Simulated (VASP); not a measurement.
A run of VASP 6.6.1 is set up as follows.

Contents of INCAR:

```
PREC = Accurate
ENCUT = 520
EDIFF = 1E-7
ISMEAR = -1
SIGMA = 0.05
LREAL = Auto
LASPH = T
NELM = 60
ALGO = Normal
ISIF = 2
LWAVE = F
LCHARG = F
GGA = PE
IVDW = 12
NBANDS = 66
```

File KPOINTS:

```
Automatic mesh
0
Gamma
  1 1 1
```

The input POSCAR:

```
CO
1.0
    7.7417530000      0.0000000000      0.0000000000
    0.0000000000      7.7417530000      0.0000000000
    0.0000000000      0.0000000000      7.7417530000
O C
10 10
Direct
    0.9758561195      0.2738581986      0.7545947359
    0.4076144397      0.8974243382      0.9836608492
    0.7781257951      0.6171228168      0.5932455407
    0.5858916669      0.5218336040      0.0437225564
    0.1926304102      0.9789853268      0.6102658562
    0.8728275219      0.1844416240      0.1464506425
    0.6719106384      1.0776915021      0.5072582939
    0.4536879703      0.3811279816      0.6649177208
    0.2819038641      0.2414101908      0.1139962209
    1.0246832357      0.6058250365      0.1998633893
    1.0487767825      0.3872244719      0.8123255097
    0.4796526272      0.8728622897      0.8583614297
    0.8352032944      0.7177027033      0.6837815271
    0.6103623372      0.5254123489      0.1886242053
    0.1019724545      0.9398014893      0.5018775026
    0.8035407129      0.0707011811      0.0846638874
    0.5730945769      1.0007300312      0.4309621616
    0.3843001687      0.4884720075      0.5926629049
    0.2657198793      0.2449496005      0.2597154825
    1.0494638045      0.7329243572      0.1307015833
```

Potentials or basis: VASP PAW PBE potentials, release 64 (O, C).

Run with:

```console
$ cat potpaw_PBE.64/O/POTCAR potpaw_PBE.64/C/POTCAR > POTCAR
$ mpirun -np 1 vasp_gam > vasp.out
```

(1) What does it give for the pressure?

(2) Estimate the dispersion energy per atom.

(3) Estimate the largest force.

Results:

(1) 1.2 GPa.

(2) -0.059 eV.

(3) 0.883 eV/Å.

Caveat: the k points lie up to 0.81 Å⁻¹ apart, too coarse for converged energies, forces and pressures.
